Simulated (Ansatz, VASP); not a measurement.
## Two plane-wave programs on Ag

The input INCAR:

```
SYSTEM = Ag
PREC = Accurate
ENCUT = 520
EDIFF = 1E-7
ISMEAR = -1
SIGMA = 0.1
LREAL = .False.
LASPH = .True.
NELM = 80
ALGO = Normal
ISIF = 2
LWAVE = .False.
LCHARG = .False.
GGA = PE
NBANDS = 12
```

Contents of KPOINTS:

```
regular mesh
0
Gamma
  11 11 11
  0 0 0
```

Contents of POSCAR:

```
Ag
1.0
    0.0000000000      2.0081204287      2.0081204287
    2.0081204287      0.0000000000      2.0081204287
    2.0081204287      2.0081204287      0.0000000000
Ag
1
Direct
    0.0000000000      0.0000000000      0.0000000000
```

Input for Ansatz:

```yaml
crystal:
  lattice:
    - [0.0, 2.008120428707131, 2.008120428707131]
    - [2.008120428707131, 0.0, 2.008120428707131]
    - [2.008120428707131, 2.008120428707131, 0.0]
  atoms:
    - { symbol: Ag, position: [0.0, 0.0, 0.0] }
basis:
  ecutwfc: 500.0
kpoints:
  mp_grid:
    grid: [11, 11, 11]
hamiltonian:
  xc: pbe
scf:
  occupations:
    method: fermi_dirac
    width: 0.1
output:
  stress: true
```

Alike in both runs: task single point; functional PBE; k mesh 11 × 11 × 11; occupations fermi-dirac, width 0.1 eV; no spin polarisation.

|  | VASP | Ansatz |
| --- | --- | --- |
| version | VASP 6.6.1 | Ansatz 0.2.0 |
| potentials or method | VASP PAW PBE potentials, release 64 (Ag), cutoff 520 eV | plane waves, PAW |
| valence electrons in the cell | 11 | 19 |

Ansatz gave:

```
pressure (GPa) : 11.4
```

Question: Which values does VASP return?

Answer: Pressure (GPa): 11.2.

VASP's potentials hold 11 valence electrons a cell and Ansatz's 19, so a difference there can come from the potentials and not from the codes.
